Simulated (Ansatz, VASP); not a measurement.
One calculation of LiSc3, two programs

```
Li Sc
1.0
     4.52730    0.00000    0.00000
     0.00000    4.52730    0.00000
     0.00000    0.00000    4.52730
Li Sc
1 3
Direct
  0.00000 0.00000 0.00000
  0.00000 0.50000 0.50000
  0.50000 0.00000 0.50000
  0.50000 0.50000 0.00000
```

Alike in both runs: task relaxation of cell and atoms; functional PBE; k mesh 10 × 10 × 10; occupations gaussian, width 0.1 eV; no spin polarisation.

|  | VASP | Ansatz |
| --- | --- | --- |
| version | VASP 6.6.1 | Ansatz 0.2.0 |
| potentials or method | VASP PAW PBE potentials, release 64 (Li_sv, Sc_sv), cutoff 600 eV | scalar-relativistic, plane waves, PAW |
| valence electrons in the cell | 36 | 36 |

Ansatz gave:

```
gap on the k mesh at the Fermi level, each at its own relaxed structure (eV) : none
relaxed volume (Å³/atom)                                                     : 23.36
relaxed length of the cell vector where the two differ most in proportion (Å)              : 4.538
```

Q: Estimate VASP's values.

A: gap on the k mesh at the Fermi level, each at its own relaxed structure (eV): none; relaxed volume (Å³/atom): 23.35; relaxed length of the cell vector where the two differ most in proportion (Å): 4.537.

A gap of «none» marks a metal or a gap that the smearing closes.

Noted on VASP's run: the cutoff is under 1.25 times that of the potentials, so the pressure is a little rough.
